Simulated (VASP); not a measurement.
# LiCl: single point with LDA

The system is LiCl.

```xyz
2
Lattice="0.0000 2.5648 2.5648 2.5648 0.0000 2.5648 2.5648 2.5648 0.0000" Properties=species:S:1:pos:R:3 pbc="T T T"
Cl    2.5648    2.5648    2.5648
Li    0.0000    0.0000    0.0000
```

```yaml
Program: VASP 6.6.1
Task: single point
Functional: LDA
Potentials_or_basis: VASP PAW LDA potentials, release 64 (Cl, Li_sv)
Cutoff: 520 eV
k_mesh: 9 × 9 × 9
Occupations: fermi-dirac, width 0.01 eV
Spin: no spin polarisation
```

| Property | Result |
| --- | --- |
| Band gap on the k mesh | 6.00 eV |

Levels at points of the mesh, in eV from the valence-band top:
```csv
k point,band 2,band 3,band 4,band 5,band 6,band 7,band 8,band 9
"(0.00, 0.00, 0.00)",-13.33,0.00,0.00,0.00,6.00,11.74,11.74,11.74
```

Wall time 20 s on 1 thread of AMD EPYC 7R13 (shared host), peak memory 0.11 GiB.

Caveat: an odd mesh through Γ misses points on the zone boundary, where band edges can lie.
